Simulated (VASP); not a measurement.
Runs of VASP 6.6.1 on C. The structure is that of space group Fd-3m (No. 227), or close to it. The cells are those of the table. 

| cell | gap on the mesh (eV) | pressure (GPa) |
| --- | --- | --- |
| a = 2.491 Å, angles 60.0°, 2 atoms | 4.46 | 14.4 |
| a = 2.514 Å, angles 60.0°, 2 atoms | (a) | (b) |
| a = 2.500 Å, angles 60.0°, 2 atoms | 4.44 | 9.4 |
| a = 2.510 Å, angles 60.0°, 2 atoms | 4.41 | 3.4 |
| a = 2.505 Å, angles 60.0°, 2 atoms | 4.42 | 6.4 |
| a = 2.516 Å, angles 60.0°, 2 atoms | 4.39 | 0.4 |

Alike in all rows: level r2SCAN; no spin polarisation; k mesh 12 × 12 × 12; smearing gaussian 0.01 eV.

Question: Estimate the missing entries.

Answer: (a) 4.40; (b) 1.4.

Caveats: the PAW data sets were made with another functional, which shifts forces and pressure a little; the cell stands under pressure (at least some runs).

A k mesh can miss the band edges.
